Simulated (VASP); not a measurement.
In, 3 atoms in the cell. It takes space group P6/mmm (No. 191, hexagonal). The conventional cell has a = 5.286 Å, b = 5.286 Å, c = 3.241 Å, α = 90.00°, β = 90.00°, γ = 120.00°. Within 4.3 Å of In (site symmetry 6/mmm) lie 14 In at 3.24 to 3.46 Å. Within 4.0 Å of In (site symmetry -6m2) lie 11 In at 3.05 to 3.46 Å. This isn't the form of In at room conditions, which is tetragonal.

| Item | Value |
| --- | --- |
| Program | VASP 6.6.1 |
| Task | relaxation of cell and atoms |
| Functional | revPBE |
| Potentials or basis | VASP PAW PBE potentials, release 64 (In_d) |
| Cutoff | 600 eV |
| k mesh | 7 × 7 × 10 |
| Occupations | fermi-dirac, width 0.1 eV |
| Spin | no spin polarisation |
| Dipole correction | no |
| Further INCAR settings | ALGO = Normal; EDIFF = 1e-06; IBRION = 2; EDIFFG = -0.01; NSW = 80; ISIF = 3 |

Potentials or basis: VASP PAW PBE potentials, release 64 (In_d).

The run is started by

```bash
$ cat potpaw_PBE.64/In_d/POTCAR > POTCAR
$ mpirun -np 1 vasp_std > vasp.out
```

Hardware: 1 thread of Intel Xeon 8259CL, with other jobs on the host.

Q: Estimate the wall time of this run.

A: Wall time 9.2 min on 1 thread of Intel Xeon 8259CL, on a shared host, peak memory 0.27 GiB. Counts: scf iterations 58, k points 48, ion steps 8.
